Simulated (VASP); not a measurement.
# GaN (F-43m) in VASP: a series of runs

GaN is run at these levels: PBE; tasks: vibrations by perturbation theory.

All numbers are computed with VASP 6.6.1; they aren't measurements. Logs are shortened: lines on timing, memory, paths and dates and some standing lists are left out, and cuts for length are marked.

**1. The cell of the first run**

The structure is cubic, space group F-43m (No. 216). Conventional cell: a = 4.267 Å, b = 4.267 Å, c = 4.267 Å, α = 90.00°, β = 90.00°, γ = 90.00°. Ga (site symmetry -43m) has 4 N at 1.85 Å within 2.5 Å. Within 2.5 Å of N (site symmetry -43m) lie 4 Ga at 1.85 Å.

**2. Vibrations by perturbation theory, PBE**

File INCAR:

```
SYSTEM = GaN
PREC = Accurate ; ENCUT = 520
EDIFF = 1E-8 ; ISMEAR = 0
SIGMA = 0.01 ; LREAL = .False.
LASPH = .True. ; NELM = 100
ALGO = Normal ; ISIF = 2
LWAVE = .False. ; LCHARG = .True.
GGA = PE ; IBRION = 8
NSW = 1 ; LEPSILON = .True.
```

File KPOINTS:

```
regular mesh
0
Gamma
  10 10 10
  0 0 0
```

File POSCAR:

```
GaN
1.0
    0.0000000000      2.1337262898      2.1337262898
    2.1337262898      0.0000000000      2.1337262898
    2.1337262898      2.1337262898      0.0000000000
Ga N
1 1
Direct
    0.0000000000      0.0000000000      0.0000000000
    0.7500000000      0.7500000000      0.7500000000
```

Potentials or basis: VASP PAW PBE potentials, release 64 (Ga_d, N).

On the command line:

```console
> cat potpaw_PBE.64/Ga_d/POTCAR potpaw_PBE.64/N/POTCAR > POTCAR
> mpirun -np 1 vasp_std > vasp.out
```

OUTCAR:

```text
SYSTEM = GaN
   PREC = Accurate
   ENCUT = 520
   EDIFF = 1E-8
   ISMEAR = 0
   LREAL = .False.
   LASPH = .True.
   NELM = 100
   ISIF = 2
   GGA = PE
   IBRION = 8
   NSW = 1
   LEPSILON = .True.

 ion  position               nearest neighbor table
   1  0.000  0.000  0.000-   2 1.85   2 1.85   2 1.85   2 1.85
   2  0.750  0.750  0.750-   1 1.85   1 1.85   1 1.85   1 1.85

  LATTYP: Found a face centered cubic cell.
 ALAT       =     4.2674525796

  Lattice vectors:

 A1 = (   0.0000000000,   2.1337262898,   2.1337262898)
 A2 = (   2.1337262898,   0.0000000000,   2.1337262898)
 A3 = (   2.1337262898,   2.1337262898,   0.0000000000)

Analysis of symmetry for initial positions (statically):
=====================================================================
 Subroutine PRICEL returns:
 Original cell was already a primitive cell.

 Routine SETGRP: Setting up the symmetry group for a
 face centered cubic supercell.

 Subroutine GETGRP returns: Found 24 space group operations
 (whereof 24 operations were pure point group operations)
 out of a pool of 48 trial point group operations.

The static configuration has the point symmetry T_d .

Analysis of symmetry for dynamics (positions and initial velocities):
=====================================================================
 Subroutine PRICEL returns:
 Original cell was already a primitive cell.

 Routine SETGRP: Setting up the symmetry group for a
 face centered cubic supercell.

 Subroutine GETGRP returns: Found 24 space group operations
 (whereof 24 operations were pure point group operations)
 out of a pool of 48 trial point group operations.

The dynamic configuration has the point symmetry T_d .

 Subroutine INISYM returns: Found 24 space group operations
 (whereof 24 operations are pure point group operations),
 and found     1 'primitive' translations

----------------------------------------------------------------------------------------

                                     Primitive cell

  volume of cell :      19.4288

  direct lattice vectors                    reciprocal lattice vectors
     0.000000000  2.133726290  2.133726290    -0.234331836  0.234331836  0.234331836
     2.133726290  0.000000000  2.133726290     0.234331836 -0.234331836  0.234331836
     2.133726290  2.133726290  0.000000000     0.234331836  0.234331836 -0.234331836

  length of vectors
     3.017544657  3.017544657  3.017544657     0.405874647  0.405874647  0.405874647

  position of ions in fractional coordinates (direct lattice)
     0.000000000  0.000000000  0.000000000
     0.750000000  0.750000000  0.750000000

  ion indices of the primitive-cell ions
   primitive index   ion index
                 1           1
                 2           2

----------------------------------------------------------------------------------------

 KPOINTS: regular mesh

Automatic generation of k-mesh.
 Grid dimensions read from file:
 generate k-points for:   10   10   10

 Generating k-lattice:

  Cartesian coordinates                     Fractional coordinates (reciprocal lattice)
[... 534 lines left out ...]
  ---------------------------------------------------
  ---------------------------------------------------
  free energy    TOTEN  =        -0.24167991 eV

  energy without entropy =       -0.24167991

------------------------ aborting loop because EDIFF is reached ----------------------------------------

--------------------------------------- Ionic step        2  -------------------------------------------

------------------------ aborting loop because EDIFF is reached ----------------------------------------

--------------------------------------- Ionic step        3  -------------------------------------------

------------------------ aborting loop because EDIFF is reached ----------------------------------------

 PIEZOELECTRIC TENSOR FIELD DIRECTION 3  (e Angst)
 -----------------------------------------------------------------------------
    -0.00132  1.21191  0.00000           ( -0.00000  0.10691  0.00000)
     1.21191 -0.00132  0.00000           (  0.10691 -0.00000  0.00000)
     0.00000  0.00000  0.00170           (  0.00000  0.00000 -0.00000)

 PIEZOELECTRIC TENSOR FIELD DIRECTION 3  (C/m^2)
 -----------------------------------------------------------------------------
    -0.00109  0.99939  0.00000
     0.99939 -0.00109  0.00000
     0.00000  0.00000  0.00140

--------------------------------------- Ionic step        4  -------------------------------------------

------------------------ aborting loop because EDIFF is reached ----------------------------------------

[... ionic steps 5 to 6 ...]

--------------------------------------- Ionic step        7  -------------------------------------------

 Free energy of the ion-electron system (eV)
  ---------------------------------------------------
  ---------------------------------------------------
  free energy    TOTEN  =        -0.23796227 eV

  energy without entropy =       -0.23796227

------------------------ aborting loop because EDIFF is reached ----------------------------------------

 INTERNAL STRAIN TENSOR  FOR ION    2  DIRECTION 1   (eV/Angst):
 -----------------------------------------------------------------------------
     0.00647  0.00000  0.00000
     0.00000 -0.00529 19.18873
     0.00000 19.18873 -0.00529

 MACROSCOPIC STATIC DIELECTRIC TENSOR (including local field effects in DFT)
 ------------------------------------------------------
           5.189550    -0.000000    -0.000000
          -0.000000     5.189550     0.000000
          -0.000000     0.000000     5.189550
 ------------------------------------------------------

 PIEZOELECTRIC TENSOR (including local field effects)  for field in x, y, z        (e  Angst)
          XX          YY          ZZ          XY          YZ          ZX
  --------------------------------------------------------------------------------
  x     0.00000     0.00000     0.00000     0.00000     1.21552     0.00000
  y     0.00000     0.00000     0.00000     0.00000     0.00000     1.21552
  z     0.00000     0.00000     0.00000     1.21552     0.00000     0.00000

 PIEZOELECTRIC TENSOR (including local field effects)  for field in x, y, z        (C/m^2)
          XX          YY          ZZ          XY          YZ          ZX
  --------------------------------------------------------------------------------
  x     0.00000     0.00000     0.00000     0.00000     1.00237     0.00000
  y     0.00000     0.00000     0.00000     0.00000     0.00000     1.00237
  z     0.00000     0.00000     0.00000     1.00237     0.00000     0.00000

 BORN EFFECTIVE CHARGES (including local field effects) (in |e|, cummulative output)
 ---------------------------------------------------------------------------------
 ion    1
    1     2.58137    -0.00000     0.00000
    2     0.00000     2.58137     0.00000
    3    -0.00000     0.00000     2.58137
 ion    2
    1    -2.58137     0.00000    -0.00000
    2    -0.00000    -2.58137     0.00000
    3     0.00000     0.00000    -2.58137

 INTERNAL STRAIN TENSOR FOR ION    2 for displacements in x,y,z  (eV/Angst):
          X           Y           Z          XY          YZ          ZX
  --------------------------------------------------------------------------------
  x     0.00000    -0.00000    -0.00000     0.00000    19.18873     0.00000
  y     0.00000     0.00000     0.00000     0.00000     0.00000    19.18873
  z    -0.00000    -0.00000     0.00000    19.18873     0.00000     0.00000

 SECOND DERIVATIVES (NOT SYMMETRIZED)
 ------------------------------------
               1X          1Y          1Z          2X          2Y          2Z
  1X   -19.475114    0.000000    0.000000   19.475114    0.000000    0.000000
  1Y     0.000000  -19.475114    0.000000    0.000000   19.475114    0.000000
  1Z     0.000000    0.000000  -19.475114    0.000000    0.000000   19.475114
  2X    19.449866    0.000000    0.000000  -19.449866    0.000000    0.000000
  2Y     0.000000   19.449866    0.000000    0.000000  -19.449866    0.000000
  2Z     0.000000    0.000000   19.449866    0.000000    0.000000  -19.449866

 Eigenvectors and eigenvalues of the dynamical matrix
 ----------------------------------------------------

   1 f  =   20.193593 THz   126.880088 2PiTHz  673.585764 cm-1    83.513953 meV
             X         Y         Z           dx          dy          dz
      0.000000  0.000000  0.000000     0.000000    0.409156    0.000000
      3.200589  3.200589  3.200589     0.000000   -0.912464    0.000000
[... 21 lines left out ...]
   6 f/i=    0.004890 THz     0.030725 2PiTHz    0.163113 cm-1     0.020223 meV
             X         Y         Z           dx          dy          dz
      0.000000  0.000000  0.000000     0.000000    0.000000    0.912464
      3.200589  3.200589  3.200589     0.000000    0.000000    0.409156

--------------------------------------------------------------------------------------------------------

 MACROSCOPIC STATIC DIELECTRIC TENSOR IONIC CONTRIBUTION
 ------------------------------------------------------
           3.188767    -0.000000     0.000000
          -0.000000     3.188767    -0.000000
           0.000000    -0.000000     3.188767
 ------------------------------------------------------

 ELASTIC MODULI CONTR FROM IONIC RELAXATION (kBar)
 Direction    XX          YY          ZZ          XY          YZ          ZX
 --------------------------------------------------------------------------------
 XX          -0.0000     -0.0000     -0.0000      0.0000      0.0000     -0.0000
 YY          -0.0000     -0.0000     -0.0000      0.0000      0.0000     -0.0000
 ZZ          -0.0000     -0.0000     -0.0000     -0.0000      0.0000     -0.0000
 XY           0.0000      0.0000     -0.0000  -1502.4967     -0.0000      0.0000
 YZ           0.0000      0.0000      0.0000     -0.0000  -1502.4967      0.0000
 ZX          -0.0000     -0.0000     -0.0000      0.0000      0.0000  -1502.4967
 --------------------------------------------------------------------------------

 PIEZOELECTRIC TENSOR IONIC CONTR  for field in x, y, z        (C/m^2)
          XX          YY          ZZ          XY          YZ          ZX
  --------------------------------------------------------------------------------
  x     0.00000     0.00000     0.00000    -0.00000    -2.05964     0.00000
  y    -0.00000    -0.00000    -0.00000     0.00000     0.00000    -2.05964
  z     0.00000     0.00000    -0.00000    -2.05964    -0.00000     0.00000
```

Run time: 3.6 min. Hardware: 1 thread of Intel Xeon Platinum 8375C at 2.90GHz (Ice Lake), shared host; peak memory 0.24 GiB.

Results:

```yaml
Electronic_dielectric_tensor_diagonal: 5.19
Born_charges_mean_of_the_diagonal: Ga +2.58; N -2.58 e
Highest_phonon_frequency_at_Γ_LO-TO_splitting_left_out: 674 cm⁻¹
```

Phonon frequencies in cm⁻¹ (negative: imaginary):
| q point | frequencies |
| --- | --- |
| (0.000, 0.000, 0.000) | 0 0 0 674 674 674 |

Electronic dielectric tensor:
```
5.19 0.00 0.00
0.00 5.19 0.00
0.00 0.00 5.19
```

Born effective charge tensors (e):
atom 1, Ga
```
2.58 0.00 0.00
0.00 2.58 0.00
0.00 0.00 2.58
```
atom 2, N
```
-2.58  0.00  0.00
 0.00 -2.58  0.00
 0.00  0.00 -2.58
```

Caveat: the cell wasn't relaxed at this level first, which shifts response properties.

**3. Vibrations by perturbation theory, PBE**

This run uses another cell than the first one, of 10.50 Å³/atom, 1.081 times its volume.

File INCAR:

```
  PREC = Accurate
  ENCUT = 520
  EDIFF = 1E-8
  ISMEAR = 0
  SIGMA = 0.01
  LREAL = F
  LASPH = T
  NELM = 60
  ALGO = Normal
  ISIF = 2
  LWAVE = F
  LCHARG = F
  GGA = PE
  IBRION = 8
  NSW = 1
  LEPSILON = T
```

File KPOINTS:

```
regular mesh
0
Gamma
  10 10 10
```

File POSCAR:

```
GaN
1.0
    0.0000000000      2.1900270209      2.1900270209
    2.1900270209      0.0000000000      2.1900270209
    2.1900270209      2.1900270209      0.0000000000
Ga N
1 1
Direct
    0.0000000000      0.0000000000      0.0000000000
    0.7500000000      0.7500000000      0.7500000000
```

Potentials or basis: VASP PAW PBE potentials, release 64 (Ga_d, N).

On the command line:

```console
> cat potpaw_PBE.64/Ga_d/POTCAR potpaw_PBE.64/N/POTCAR > POTCAR
> mpirun -np 1 vasp_std > vasp.out
```

OUTCAR:

```text
PREC = Accurate
   ENCUT = 520
   EDIFF = 1E-8
   ISMEAR = 0
   LREAL = F
   LASPH = T
   NELM = 60
   ISIF = 2
   GGA = PE
   IBRION = 8
   NSW = 1
   LEPSILON = T

 ion  position               nearest neighbor table
   1  0.000  0.000  0.000-   2 1.90   2 1.90   2 1.90   2 1.90
   2  0.750  0.750  0.750-   1 1.90   1 1.90   1 1.90   1 1.90

  LATTYP: Found a face centered cubic cell.
[... 712 lines left out ...]
      0.000000  0.000000  0.000000    -0.408699    0.000000    0.000000
      3.285041  3.285041  3.285041     0.912669    0.000000    0.000000
[... 21 lines left out ...]
   6 f/i=    0.004692 THz     0.029481 2PiTHz    0.156511 cm-1     0.019405 meV
             X         Y         Z           dx          dy          dz
      0.000000  0.000000  0.000000     0.000000    0.000000    0.912669
      3.285041  3.285041  3.285041     0.000000    0.000000    0.408699

--------------------------------------------------------------------------------------------------------

 MACROSCOPIC STATIC DIELECTRIC TENSOR IONIC CONTRIBUTION
 ------------------------------------------------------
           3.784440     0.000000    -0.000000
           0.000000     3.784440    -0.000000
          -0.000000    -0.000000     3.784440
 ------------------------------------------------------

 ELASTIC MODULI CONTR FROM IONIC RELAXATION (kBar)
 Direction    XX          YY          ZZ          XY          YZ          ZX
 --------------------------------------------------------------------------------
 XX          -0.0000      0.0000      0.0000      0.0000     -0.0000     -0.0000
 YY           0.0000     -0.0000      0.0000      0.0000      0.0000      0.0000
 ZZ           0.0000      0.0000     -0.0000     -0.0000      0.0000     -0.0000
 XY           0.0000      0.0000     -0.0000   -852.7585      0.0000      0.0000
 YZ          -0.0000      0.0000      0.0000      0.0000   -852.7585     -0.0000
 ZX          -0.0000      0.0000     -0.0000      0.0000     -0.0000   -852.7585
 --------------------------------------------------------------------------------

 PIEZOELECTRIC TENSOR IONIC CONTR  for field in x, y, z        (C/m^2)
          XX          YY          ZZ          XY          YZ          ZX
  --------------------------------------------------------------------------------
  x    -0.00000     0.00000     0.00000     0.00000    -1.69039    -0.00000
  y    -0.00000     0.00000    -0.00000     0.00000    -0.00000    -1.69039
  z     0.00000     0.00000    -0.00000    -1.69039     0.00000     0.00000
```

Run time: 2.6 min. Hardware: 1 thread of Intel Xeon 6975P-C (Granite Rapids), shared host; peak memory 0.25 GiB.

What came out:

- Electronic dielectric tensor (diagonal): 5.49
- Born charges (mean of the diagonal): Ga +2.62; N -2.62 e
- Highest phonon frequency at Γ, LO-TO splitting left out: 604 cm⁻¹

Phonon frequencies in cm⁻¹ (negative: imaginary):
| q point | frequencies |
| --- | --- |
| (0.000, 0.000, 0.000) | 0 0 0 604 604 604 |

Electronic dielectric tensor:
```
5.49 0.00 0.00
0.00 5.49 0.00
0.00 0.00 5.49
```

Born effective charge tensors (e):
atom 1, Ga
```
2.62 0.00 0.00
0.00 2.62 0.00
0.00 0.00 2.62
```
atom 2, N
```
-2.62  0.00  0.00
 0.00 -2.62  0.00
 0.00  0.00 -2.62
```

Caveat: the cell wasn't relaxed at this level first, which shifts response properties.
